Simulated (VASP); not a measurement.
# O (P1) in VASP: further runs

The runs below take O through single point, with PBEsol.

Program: VASP 6.6.1. These are calculated values, not measurements. Logs are shortened: lines on timing, memory, paths and dates and some standing lists are left out, and cuts for length are marked.

## 1. The cell of the first run

The typed cell holds 16 atoms: a = 5.877 Å, b = 5.877 Å, c = 7.812 Å, α = 67.90°, β = 67.90°, γ = 60.00°.

## 2. Single point, PBEsol

INCAR reads:

```
  PREC = Accurate
  ENCUT = 520
  EDIFF = 1E-7
  ISMEAR = -1
  SIGMA = 0.2241
  LREAL = Auto
  LASPH = T
  NELM = 100
  ALGO = Normal
  ISIF = 2
  LWAVE = F
  LCHARG = F
  GGA = PS
  NBANDS = 62
```

KPOINTS reads:

```
Automatic mesh
0
Gamma
  3 3 4
  0 0 0.5
```

POSCAR reads:

```
O
1.0
   -2.9385897857      5.0897868114      0.0000000000
    2.9385897857      5.0897868114      0.0000000000
    0.0000000000      3.3931912076     -7.0366406350
O
16
Direct
    0.0431525118     -0.0399713734      0.4271373452
    0.1547608302      0.0197133996      0.8508702250
    0.5353938112     -0.0090826611      0.3910564917
    0.4876175758      0.0491007721      0.9661778045
   -0.0358839399      0.5746521100      0.4436148102
    0.0095370787      0.5907240168      0.9066356136
    0.4062003790      0.6261201525      0.4526318971
    0.5692345036      0.5408178119      1.0424323737
    0.5266826068      0.3411783209      0.1066346910
    0.5102318146      0.4208096703      0.5982714222
    0.8336172431      0.5637908781      0.0417602682
    0.9218006165      0.4380907067      0.6060893573
    0.4737176302      0.9183557374      0.1460584750
    0.4696471014      0.9481762949      0.5653386618
    1.0192374224      1.0600815036      0.0151447268
    0.9443806790      1.0889102088      0.5438514198
```

Potentials or basis: VASP PAW PBE potentials, release 64 (O).

Command:

```
$ cat potpaw_PBE.64/O/POTCAR > POTCAR
$ mpirun -np 1 vasp_std > vasp.out
```

OUTCAR:

```text
PREC = Accurate
   ENCUT = 520
   EDIFF = 1E-7
   ISMEAR = -1
   LREAL = Auto
   LASPH = T
   NELM = 100
   ISIF = 2
   GGA = PS

 ion  position               nearest neighbor table
   1  0.043  0.960  0.427-  16 1.19
   2  0.155  0.020  0.851-  15 1.27
   3  0.535  0.991  0.391-  14 1.23
   4  0.488  0.049  0.966-  13 1.32
   5  0.964  0.575  0.444-  12 1.23
   6  0.010  0.591  0.907-  11 1.19
   7  0.406  0.626  0.453-  10 1.37
   8  0.569  0.541  0.042-   9 1.20  11 1.62
   9  0.527  0.341  0.107-   8 1.20
  10  0.510  0.421  0.598-   7 1.37
  11  0.834  0.564  0.042-   6 1.19   8 1.62
  12  0.922  0.438  0.606-   5 1.23
  13  0.474  0.918  0.146-   4 1.32
  14  0.470  0.948  0.565-   3 1.23
  15  0.019  0.060  0.015-   2 1.27
  16  0.944  0.089  0.544-   1 1.19

  LATTYP: Found a trigonal (rhomboedric) cell.
 ALAT       =     7.8120456986
 COS(alpha) =     0.7170052526

  Lattice vectors:

 A1 = (   2.9385897857,  -1.6965956038,  -7.0366406350)
 A2 = (  -2.9385897857,  -1.6965956038,  -7.0366406350)
 A3 = (   0.0000000000,   3.3931912076,  -7.0366406350)

Analysis of symmetry for initial positions (statically):
=====================================================================
 Subroutine PRICEL returns:
 Original cell was already a primitive cell.

 Routine SETGRP: Setting up the symmetry group for a
 trigonal (rhombohedral) supercell.

 Subroutine GETGRP returns: Found  1 space group operations
 (whereof  1 operations were pure point group operations)
 out of a pool of 12 trial point group operations.

The static configuration has the point symmetry C_1 .

Analysis of symmetry for dynamics (positions and initial velocities):
=====================================================================
 Subroutine PRICEL returns:
 Original cell was already a primitive cell.

 Routine SETGRP: Setting up the symmetry group for a
 trigonal (rhombohedral) supercell.

 Subroutine GETGRP returns: Found  1 space group operations
 (whereof  1 operations were pure point group operations)
 out of a pool of 12 trial point group operations.

The dynamic configuration has the point symmetry C_1 .

 Subroutine INISYM returns: Found  1 space group operations
 (whereof  1 operations are pure point group operations),
 and found     1 'primitive' translations

----------------------------------------------------------------------------------------

                                     Primitive cell

  volume of cell :     210.4912

  direct lattice vectors                    reciprocal lattice vectors
    -2.938589786  5.089786811  0.000000000    -0.170149642  0.098235942  0.047371090
     2.938589786  5.089786811  0.000000000     0.170149642  0.098235942  0.047371090
     0.000000000  3.393191208 -7.036640635     0.000000000  0.000000000 -0.142113269

  length of vectors
     5.877179571  5.877179571  7.812045699     0.202102006  0.202102006  0.142113269

  position of ions in fractional coordinates (direct lattice)
     0.043152512  0.960028627  0.427137345
     0.154760830  0.019713400  0.850870225
     0.535393811  0.990917339  0.391056492
     0.487617576  0.049100772  0.966177804
     0.964116060  0.574652110  0.443614810
     0.009537079  0.590724017  0.906635614
[... 8 lines left out ...]
     0.019237422  0.060081504  0.015144727
     0.944380679  0.088910209  0.543851420

  ion indices of the primitive-cell ions
   primitive index   ion index
                 1           1
                 2           2
                 3           3
                 4           4
                 5           5
                 6           6
[... 8 lines left out ...]
                15          15
                16          16

----------------------------------------------------------------------------------------

 KPOINTS: Automatic mesh

Automatic generation of k-mesh.
 Grid dimensions read from file:
 generate k-points for:    3    3    4

 Generating k-lattice:

  Cartesian coordinates                     Fractional coordinates (reciprocal lattice)
    -0.056716547  0.032745314  0.015790363     0.333333333  0.000000000 -0.000000000
     0.056716547  0.032745314  0.015790363     0.000000000  0.333333333 -0.000000000
     0.000000000  0.000000000 -0.035528317     0.000000000  0.000000000  0.250000000

  Length of vectors
     0.067367335  0.067367335  0.035528317

  Shift w.r.t. Gamma in fractional coordinates (k-lattice)
     0.000000000  0.000000000  0.500000000

 -----------------------------------------------------------------------------
|                                                                             |
|           W    W    AA    RRRRR   N    N  II  N    N   GGGG   !!!           |
|           W    W   A  A   R    R  NN   N  II  NN   N  G    G  !!!           |
|           W    W  A    A  R    R  N N  N  II  N N  N  G       !!!           |
|           W WW W  AAAAAA  RRRRR   N  N N  II  N  N N  G  GGG   !            |
|           WW  WW  A    A  R   R   N   NN  II  N   NN  G    G                |
|           W    W  A    A  R    R  N    N  II  N    N   GGGG   !!!           |
|                                                                             |
|     Your reciprocal lattice and k-lattice belong to different lattice       |
|     classes:                                                                |
|                                                                             |
|        The reciprocal lattice is rhombohedral (trigonal),                   |
|        whereas your k-lattice is base-centered monoclinic.                  |
|                                                                             |
|     Results are often still useful ...                                      |
|                                                                             |
 -----------------------------------------------------------------------------

 WARNING: IBZKPT: internal override: KBLOWUP is changed to .FALSE.
      ... skipping the blow-up phase ...

 Subroutine IBZKPT returns following result:
 ===========================================

 Found     18 irreducible k-points:

 Following reciprocal coordinates:
            Coordinates               Weight
  0.000000  0.000000  0.125000      2.000000
  0.333333  0.000000  0.125000      2.000000
 -0.333333  0.000000  0.125000      2.000000
  0.000000  0.333333  0.125000      2.000000
  0.333333  0.333333  0.125000      2.000000
 -0.333333  0.333333  0.125000      2.000000
[... 10 lines left out ...]
  0.333333 -0.333333  0.375000      2.000000
 -0.333333 -0.333333  0.375000      2.000000
   k-points           NKPTS =     18   k-points in BZ     NKDIM =     18   number of bands    NBANDS=     62
   number of dos      NEDOS =    301   number of ions     NIONS =     16
   total plane-waves  NPLWV = 138240
   dimension x,y,z NGX =    48 NGY =   48 NGZ =   60
   dimension x,y,z NGXF=    96 NGYF=   96 NGZF=  120
   ions per type =              16
   NGX,Y,Z   is equivalent  to a cutoff of  13.58, 13.58, 12.77 a.u.
   NGXF,Y,Z  is equivalent  to a cutoff of  27.16, 27.16, 25.54 a.u.
 SYSTEM =  unknown system
   PREC   = accura    normal or accurate (medium, high low for compatibility)
   ISTART =      0    job   : 0-new  1-cont  2-samecut
   ICHARG =      2    charge: 1-file 2-atom 10-const
   ISPIN  =      1    spin polarized calculation?
   LNONCOLLINEAR =      F non collinear calculations
   LSORBIT =      F    spin-orbit coupling
   LASPH  =      T    aspherical Exc in radial PAW
   ENCUT  =  520.0 eV  38.22 Ry    6.18 a.u.  10.93 10.93 14.53*2*pi/ulx,y,z
   NELM   =    100;   NELMIN=  2; NELMDL= -5     # of ELM steps
   EDIFF  = 0.1E-06   stopping-criterion for ELM
   LREAL  =      T    real-space projection
   EDIFFG = 0.1E-05   stopping-criterion for IOM
   NSW    =      0    number of steps for IOM
   IBRION =     -1    ionic relax: 0-MD 1-quasi-New 2-CG
   NFREE  =      0    steps in history (QN), initial steepest desc. (CG)
   ISIF   =      2    stress and relaxation
   ISYM   =      2    0-nonsym 1-usesym 2-fastsym
   POTIM  = 0.5000    time-step for ionic-motion
   TEBEG  =    0.0;   TEEND  =   0.0 temperature during run
   PSTRESS=    0.0 pullay stress
   NELECT =      96.0000    total number of electrons
   NUPDOWN=      -1.0000    fix difference up-down
   EMIN   =  10.00;   EMAX   =-10.00  energy-range for DOS
   EFERMI =   0.00;   METHOD = LEGACY
   ISMEAR =    -1;   SIGMA  =   0.22  broadening in eV -4-tet -1-fermi 0-gaus
   EFERMI_NEDOS =   21; number of points for ismear=-14 and -15
   IALGO  =     38    algorithm
   IMIX   =      4    mixing-type and parameters
     AMIX     =   0.40;   BMIX     =  1.00
     AMIX_MAG =   1.60;   BMIX_MAG =  1.00
  volume/ion in A,a.u.               =      13.16        88.78
  Fermi-wavevector in a.u.,A,eV,Ry     =   1.260145  2.381329 21.605589  1.587966
  Thomas-Fermi vector in A             =   2.393670
   LORBIT       =      0    0 simple, 1 ext, 2 COOP (PROOUT), +10 PAW based schemes
   GGA     = PS    functional components
   LHFCALC =     F    Hartree Fock is set to
   AEXX    =    0.0000 exact exchange contribution
   IVDW    =     0    specifies the selected vdW correction
   LEPSILON=     F    determine dielectric tensor
   LRPA    =     F    only Hartree local field effects (RPA)
 non-spin polarized calculation
  energy-cutoff  :      520.00
  volume of cell :      210.49
 maximum number of plane-waves:      5694
 NGX is ok and might be reduce to    48
   NGX = 21   NGY = 21   NGZ = 29

 number of electron      96.0000006 magnetization

 Free energy of the ion-electron system (eV)
  ---------------------------------------------------
  ext. energy  EPLUGINS =         0.00000000
  ---------------------------------------------------
  free energy    TOTEN  =       -77.01994053 eV

  energy without entropy =      -74.51773952  energy(sigma->0) =      -75.76884002

 E-fermi :  -0.5369     XC(G=0):  -8.7204

 val. band max:       -0.5400422809   @ k =   0.0000   0.0000   0.3750
 cond. band min:      -0.5340091342   @ k =   0.3333   0.0000   0.1250
 fundamental gap:      0.0060331468
 Fermi energy:        -0.5368894264

 k-point     1 :       0.0000    0.0000    0.1250
  band No.  band energies     occupation
      1     -28.3499      2.00000
      2     -28.0187      2.00000
      3     -27.4549      2.00000
      4     -26.8985      2.00000
      5     -26.7076      2.00000
      6     -25.6600      2.00000
[... 52 lines left out ...]
     59       7.0246      0.00000
     60       7.3272      0.00000

 k-point     2 :       0.3333    0.0000    0.1250
  band No.  band energies     occupation
      1     -28.3435      2.00000
      2     -28.0131      2.00000
      3     -27.4611      2.00000
      4     -26.8853      2.00000
      5     -26.7267      2.00000
      6     -25.6614      2.00000
[... 52 lines left out ...]
     59       7.1530      0.00000
     60       7.5325      0.00000

 k-point     3 :      -0.3333    0.0000    0.1250
  band No.  band energies     occupation
      1     -28.3434      2.00000
      2     -28.0131      2.00000
      3     -27.4611      2.00000
      4     -26.8853      2.00000
      5     -26.7266      2.00000
      6     -25.6615      2.00000
[... 881 lines left out ...]
      6     -25.6632      2.00000
[... 52 lines left out ...]
     59       7.1962      0.00000
     60       7.5937      0.00000

 k-point    18 :      -0.3333   -0.3333    0.3750
  band No.  band energies     occupation
      1     -28.3409      2.00000
      2     -28.0095      2.00000
      3     -27.4633      2.00000
      4     -26.9087      2.00000
      5     -26.7093      2.00000
      6     -25.6601      2.00000
[... 52 lines left out ...]
     59       7.0848      0.00000
     60       7.3619      0.00000
 [bands above 60 left out]

------------------------ aborting loop because EDIFF is reached ----------------------------------------

  FORCE on cell =-STRESS in cart. coord.  units (eV):
  Direction    XX          YY          ZZ          XY          YZ          ZX
  --------------------------------------------------------------------------------------
  -------------------------------------------------------------------------------------
  Total        3.0852401     11.0263929     -5.2849479      0.0354378      1.5009950     -5.4612702
  in kB       23.4836512     83.9286272    -40.2269742      0.2697386     11.4249920    -41.5690715
  external PRESSURE =      22.3951014 kB  Pullay stress =       0.0000000 kB

 VOLUME and BASIS-vectors are now :
 -----------------------------------------------------------------------------
  energy-cutoff  :      520.00
  volume of cell :      210.49
      direct lattice vectors                 reciprocal lattice vectors
    -2.938589786  5.089786811  0.000000000    -0.170149642  0.098235942  0.047371090
     2.938589786  5.089786811  0.000000000     0.170149642  0.098235942  0.047371090
     0.000000000  3.393191208 -7.036640635     0.000000000  0.000000000 -0.142113269

 POSITION                                       TOTAL-FORCE (eV/Angst)
 -----------------------------------------------------------------------------------
      2.69432      6.55534     -3.00561        -0.941979     -0.623239      1.662028
     -0.39685      3.77520     -5.98727         1.007819      0.349855     -2.606739
      1.33860      9.09553     -2.75172        -0.533330      0.448286     -0.821746
     -1.28862      6.01021     -6.79865        -0.563940      0.481157     -3.623571
     -1.14447      9.33727     -3.12156        -0.358626      0.499189     -0.070896
      1.70787      6.13159     -6.37967        -0.281967      0.937113      3.201924
[... 8 lines left out ...]
      0.12002      0.45511     -0.10657        -0.922953     -0.680455      1.967043
     -2.51388      7.10462     -3.82689         0.928919     -0.054075     -2.094170
 -----------------------------------------------------------------------------------
    total drift:                               -0.000089      0.004223     -0.010361

  FREE ENERGIE OF THE ION-ELECTRON SYSTEM (eV)
  ---------------------------------------------------
  free  energy   TOTEN  =       -77.0199405281 eV

  energy  without entropy=      -74.5177395213  energy(sigma->0) =      -75.76884002
```

It took 5.2 min on 1 thread of Intel Xeon 6975P-C (Granite Rapids), shared host; peak memory 0.4 GiB.

What came out:

```yaml
Free_energy: -77.0199 eV
Pressure: 2.2 GPa
Largest_force: 5.739 eV/Å
```

Forces in eV/Å, atoms in the order of the input:
```
O   -0.942 -0.623  1.662
O    1.008  0.350 -2.607
O   -0.533  0.448 -0.822
O   -0.564  0.481 -3.624
O   -0.359  0.499 -0.071
O   -0.282  0.937  3.202
O   -4.398 -0.631 -3.341
O    4.314 -1.784  2.054
O   -1.636 -1.384 -0.795
O    3.755  0.117  3.438
O   -2.731  2.271 -4.508
O    0.745  0.205  0.647
O    1.075 -0.379  4.656
O    0.540  0.228  0.235
O   -0.923 -0.680  1.967
O    0.929 -0.054 -2.094
```

Caveat: the k points lie up to 0.42 Å⁻¹ apart; the standard files for N, O and F lose accuracy on very short bonds; spin is off for a triplet molecule; the atoms stand as in a frame of molecular dynamics; this functional lacks dispersion, which holds the molecules together, so the pressure and a relaxed volume are unreliable; the PAW data sets were made with another functional, which shifts forces and pressure a little.

(Part 1 of 3 ends here.)
